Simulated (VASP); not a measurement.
# CO2 (P2_1/c) in VASP: notebook, part 3 of 3

VASP 6.6.1. The steps go on from the part before.

### 5 Single point, PBE (engineering shear strain xz -0.1500, normal strain along z -0.0200)

INCAR

```
SYSTEM = CO2
PREC = Accurate
ENCUT = 520
EDIFF = 1E-6
ISMEAR = 0
SIGMA = 0.05
LREAL = .False.
LASPH = .True.
NELM = 100
ALGO = Normal
ISIF = 2
LWAVE = .False.
LCHARG = .True.
GGA = PE
LELF = .True.
LVHAR = .True.
NBANDS = 44
```

KPOINTS

```
regular mesh
0
Gamma
  4 4 4
  0 0 0
```

POSCAR

```
CO2
1.0
    6.0577362522      0.0000000000     -0.4543302189
    0.0000000000      6.0577362522      0.0000000000
   -0.4543302189      0.0000000000      5.9365815272
C O
4 8
Direct
    0.0000000000      0.0000000000      0.0000000000
    0.5000000000      0.0000000000      0.5000000000
    0.5000000000      0.5000000000      0.0000000000
    0.0000000000      0.5000000000      0.5000000000
    0.1114834447      0.1114834447      0.1114834447
    0.3885165553      0.8885165553      0.6114834447
    0.6114834447      0.3885165553      0.8885165553
    0.8885165553      0.6114834447      0.3885165553
    0.8885165553      0.8885165553      0.8885165553
    0.6114834447      0.1114834447      0.3885165553
    0.3885165553      0.6114834447      0.1114834447
    0.1114834447      0.3885165553      0.6114834447
```

Potentials or basis: VASP PAW PBE potentials, release 64 (C, O).

Run with:

```console
> cat potpaw_PBE.64/C/POTCAR potpaw_PBE.64/O/POTCAR > POTCAR
> mpirun -np 1 vasp_std > vasp.out
```

OUTCAR:

```text
SYSTEM = CO2
   PREC = Accurate
   ENCUT = 520
   EDIFF = 1E-6
   ISMEAR = 0
   LREAL = .False.
   LASPH = .True.
   NELM = 100
   ISIF = 2
   GGA = PE

 ion  position               nearest neighbor table
   1  0.000  0.000  0.000-   5 1.10   9 1.10
   2  0.500  0.000  0.500-   6 1.22  10 1.22
   3  0.500  0.500  0.000-   7 1.22  11 1.22
   4  0.000  0.500  0.500-   8 1.10  12 1.10
   5  0.111  0.111  0.111-   1 1.10
   6  0.389  0.889  0.611-   2 1.22
   7  0.611  0.389  0.889-   3 1.22
   8  0.889  0.611  0.389-   4 1.10
   9  0.889  0.889  0.889-   1 1.10
  10  0.611  0.111  0.389-   2 1.22
  11  0.389  0.611  0.111-   3 1.22
  12  0.111  0.389  0.611-   4 1.10

  LATTYP: Found a simple monoclinic cell.
 ALAT       =     5.9539412306
 B/A-ratio  =     1.0174329940
 C/A-ratio  =     1.0202905115
 COS(beta)  =    -0.1506656467

  Lattice vectors:

 A1 = (  -0.4543302189,   0.0000000000,   5.9365815272)
 A2 = (   0.0000000000,  -6.0577362522,   0.0000000000)
 A3 = (   6.0577362522,   0.0000000000,  -0.4543302189)

Analysis of symmetry for initial positions (statically):
=====================================================================
 Subroutine PRICEL returns:
 Original cell was already a primitive cell.

 Routine SETGRP: Setting up the symmetry group for a
 simple monoclinic supercell.

 Subroutine GETGRP returns: Found  4 space group operations
 (whereof  2 operations were pure point group operations)
 out of a pool of  4 trial point group operations.

The static configuration has the point symmetry S_2 .
 The point group associated with its full space group is C_2h.

Analysis of symmetry for dynamics (positions and initial velocities):
=====================================================================
 Subroutine PRICEL returns:
 Original cell was already a primitive cell.

 Routine SETGRP: Setting up the symmetry group for a
 simple monoclinic supercell.

 Subroutine GETGRP returns: Found  4 space group operations
 (whereof  2 operations were pure point group operations)
 out of a pool of  4 trial point group operations.

The dynamic configuration has the point symmetry S_2 .
 The point group associated with its full space group is C_2h.

 Subroutine INISYM returns: Found  4 space group operations
 (whereof  2 operations are pure point group operations),
 and found     1 'primitive' translations

----------------------------------------------------------------------------------------

                                     Primitive cell

  volume of cell :     216.5994

  direct lattice vectors                    reciprocal lattice vectors
     6.057736252  0.000000000 -0.454330219     0.166031152  0.000000000  0.012706466
     0.000000000  6.057736252  0.000000000     0.000000000  0.165078168  0.000000000
    -0.454330219  0.000000000  5.936581527     0.012706466  0.000000000  0.169419543

  length of vectors
     6.074749744  6.057736252  5.953941231     0.166516659  0.165078168  0.169895368

  position of ions in fractional coordinates (direct lattice)
     0.000000000  0.000000000  0.000000000
[... 57 lines left out ...]
  0.500000  0.000000  0.000000      1.000000
  0.000000  0.250000  0.000000      2.000000
  0.250000  0.250000  0.000000      4.000000
  0.500000  0.250000  0.000000      2.000000
[... 16 lines left out ...]
  0.250000  0.000000  0.500000      2.000000
  0.500000  0.000000  0.500000      1.000000
 [... further k-points ...]
   k-points           NKPTS =     30   k-points in BZ     NKDIM =     30   number of bands    NBANDS=     44
   number of dos      NEDOS =    301   number of ions     NIONS =     12
   total plane-waves  NPLWV = 110592
   dimension x,y,z NGX =    48 NGY =   48 NGZ =   48
   dimension x,y,z NGXF=    96 NGYF=   96 NGZF=   96
   ions per type =               4   8
   NGX,Y,Z   is equivalent  to a cutoff of  13.14, 13.17, 13.40 a.u.
   NGXF,Y,Z  is equivalent  to a cutoff of  26.27, 26.35, 26.81 a.u.
 SYSTEM =  CO2
   PREC   = accura    normal or accurate (medium, high low for compatibility)
   ISTART =      0    job   : 0-new  1-cont  2-samecut
   ICHARG =      2    charge: 1-file 2-atom 10-const
   ISPIN  =      1    spin polarized calculation?
   LNONCOLLINEAR =      F non collinear calculations
   LSORBIT =      F    spin-orbit coupling
   LASPH  =      T    aspherical Exc in radial PAW
   ENCUT  =  520.0 eV  38.22 Ry    6.18 a.u.  11.30 11.26 11.07*2*pi/ulx,y,z
   NELM   =    100;   NELMIN=  2; NELMDL= -5     # of ELM steps
   EDIFF  = 0.1E-05   stopping-criterion for ELM
   LREAL  =      F    real-space projection
   EDIFFG = 0.1E-04   stopping-criterion for IOM
   NSW    =      0    number of steps for IOM
   IBRION =     -1    ionic relax: 0-MD 1-quasi-New 2-CG
   NFREE  =      0    steps in history (QN), initial steepest desc. (CG)
   ISIF   =      2    stress and relaxation
   ISYM   =      2    0-nonsym 1-usesym 2-fastsym
   POTIM  = 0.5000    time-step for ionic-motion
   TEBEG  =    0.0;   TEEND  =   0.0 temperature during run
   PSTRESS=    0.0 pullay stress
   NELECT =      64.0000    total number of electrons
   NUPDOWN=      -1.0000    fix difference up-down
   EMIN   =  10.00;   EMAX   =-10.00  energy-range for DOS
   EFERMI =   0.00;   METHOD = LEGACY
   ISMEAR =     0;   SIGMA  =   0.05  broadening in eV -4-tet -1-fermi 0-gaus
   EFERMI_NEDOS =   21; number of points for ismear=-14 and -15
   IALGO  =     38    algorithm
   IMIX   =      4    mixing-type and parameters
     AMIX     =   0.40;   BMIX     =  1.00
     AMIX_MAG =   1.60;   BMIX_MAG =  1.00
  volume/ion in A,a.u.               =      18.05       121.81
  Fermi-wavevector in a.u.,A,eV,Ry     =   1.090391  2.060541 16.176693  1.188953
  Thomas-Fermi vector in A             =   2.226615
   LORBIT       =      0    0 simple, 1 ext, 2 COOP (PROOUT), +10 PAW based schemes
   GGA     = PE    functional components
   LHFCALC =     F    Hartree Fock is set to
   AEXX    =    0.0000 exact exchange contribution
   IVDW    =     0    specifies the selected vdW correction
   LEPSILON=     F    determine dielectric tensor
   LRPA    =     F    only Hartree local field effects (RPA)
 non-spin polarized calculation
 Gauss-broadening in eV      SIGMA  =   0.05
  energy-cutoff  :      520.00
  volume of cell :      216.60
 maximum number of plane-waves:      5860
 NGX is ok and might be reduce to    48
   NGX = 23   NGY = 23   NGZ = 23

 number of electron      64.0000010 magnetization

 Free energy of the ion-electron system (eV)
  ---------------------------------------------------
  ext. energy  EPLUGINS =         0.00000000
  ---------------------------------------------------
  free energy    TOTEN  =       -90.63814953 eV

  energy without entropy =      -90.63814953  energy(sigma->0) =      -90.63814953

 E-fermi :  -4.3825     XC(G=0):  -6.9623

 val. band max:       -4.6645244712   @ k =   0.0000   0.0000   0.0000
 cond. band min:       1.8767304130   @ k =   0.0000   0.0000   0.0000
 fundamental gap:      6.5412548842
 Fermi energy:        -4.3824685240

 k-point     1 :       0.0000    0.0000    0.0000
  band No.  band energies     occupation
      1     -25.8907      2.00000
      2     -25.8532      2.00000
      3     -24.9151      2.00000
      4     -24.9016      2.00000
      5     -24.4078      2.00000
      6     -24.3489      2.00000
[... 1117 lines left out ...]
     43       5.1551      0.00000
     44       5.1551      0.00000

 [... further k-points ...]
[... 5 lines left out ...]
  --------------------------------------------------------------------------------------
  -------------------------------------------------------------------------------------
  Total        6.3515517      9.2802863      5.9911312      0.0000000      0.0000000     20.1121541
  in kB       46.9821846     68.6459223     44.3161676      0.0000000      0.0000000    148.7688331
  external PRESSURE =      53.3147582 kB  Pullay stress =       0.0000000 kB

 VOLUME and BASIS-vectors are now :
 -----------------------------------------------------------------------------
  energy-cutoff  :      520.00
  volume of cell :      216.60
      direct lattice vectors                 reciprocal lattice vectors
     6.057736252  0.000000000 -0.454330219     0.166031152  0.000000000  0.012706466
     0.000000000  6.057736252  0.000000000     0.000000000  0.165078168  0.000000000
    -0.454330219  0.000000000  5.936581527     0.012706466  0.000000000  0.169419543

 POSITION                                       TOTAL-FORCE (eV/Angst)
 -----------------------------------------------------------------------------------
      0.00000      0.00000      0.00000        -0.000000      0.000000      0.000000
      2.80170      0.00000      2.74113        -0.000000      0.000000      0.000000
      3.02887      3.02887     -0.22717        -0.000000      0.000000      0.000000
     -0.22717      3.02887      2.96829        -0.000000      0.000000      0.000000
      0.62469      0.67534      0.61118         5.278805      5.727210      5.202043
      2.07572      5.38240      3.45361         2.337204      2.192625     -2.339296
      3.30053      2.35353      4.99694        -2.337204      2.192625      2.339296
      5.20588      3.70421      1.90278        -5.278805      5.727210     -5.202043
      4.97872      5.38240      4.87107        -5.278805     -5.727210     -5.202043
      3.52769      0.67534      2.02864        -2.337204     -2.192625      2.339296
      2.30288      3.70421      0.48532         2.337204     -2.192625     -2.339296
      0.39752      2.35353      3.57947         5.278805     -5.727210      5.202043
 -----------------------------------------------------------------------------------
    total drift:                               -0.000000      0.000000      0.000000

  FREE ENERGIE OF THE ION-ELECTRON SYSTEM (eV)
  ---------------------------------------------------
  free  energy   TOTEN  =       -90.6381495298 eV

  energy  without entropy=      -90.6381495298  energy(sigma->0) =      -90.63814953
```

Run time: 2.3 min. Hardware: 1 thread of Intel Xeon 6975P-C (Granite Rapids), shared host; peak memory 0.42 GiB.

What came out:

| Item | Value |
| --- | --- |
| Free energy | -90.6381 eV |
| Pressure | 5.3 GPa |
| Largest force | 9.366 eV/Å |
| Band gap on the k mesh | 6.54 eV |

Forces in eV/Å, atoms in the order of the input:
```
C    0.000  0.000  0.000
C    0.000  0.000  0.000
C    0.000  0.000  0.000
C    0.000  0.000  0.000
O    5.279  5.727  5.202
O    2.337  2.193 -2.339
O   -2.337  2.193  2.339
O   -5.279  5.727 -5.202
O   -5.279 -5.727 -5.202
O   -2.337 -2.193  2.339
O    2.337 -2.193 -2.339
O    5.279 -5.727  5.202
```

Caveat: the cell differs from its parent crystal (engineering shear strain xz -0.1500, normal strain along z -0.0200); the cell stands under pressure; this functional lacks dispersion, which holds the molecules together, so the pressure and a relaxed volume are unreliable; forces of over 1 eV/Å act on the atoms, so gaps and moduli don't describe the material at rest. A k mesh can miss the band edges.

### 6 Summary

| cell | gap on the mesh (eV) | pressure (GPa) | largest force (eV/Å) |
| --- | --- | --- | --- |
| a = 6.096, b = 6.058, c = 6.337 Å, angles 90.0, 102.6, 90.0°, 12 atoms | 6.17 | 1.9 | 10.30 |
| a = 6.062, b = 6.058, c = 6.244 Å, angles 90.0, 94.2, 90.0°, 12 atoms | 6.47 | -1.0 | 3.19 |
| a = 6.062, b = 6.058, c = 5.880 Å, angles 90.0, 94.4, 90.0°, 12 atoms | 6.67 | 4.8 | 5.60 |
| a = 6.075, b = 6.058, c = 5.954 Å, angles 90.0, 98.7, 90.0°, 12 atoms | 6.54 | 5.3 | 9.37 |

Alike in all rows: task single point; level PBE; potentials or basis VASP PAW PBE potentials, release 64 (C, O); no spin polarisation; k mesh 4 × 4 × 4; cutoff (eV) 520; smearing gaussian 0.05 eV.

Caveats: this functional lacks dispersion, which holds the molecules together, so the pressure and a relaxed volume are unreliable; forces of over 1 eV/Å act on the atoms, so gaps and moduli don't describe the material at rest; the cell stands under pressure (at least some runs).

Total energies depend on the potentials used, so only differences within one code and one set of settings carry meaning.
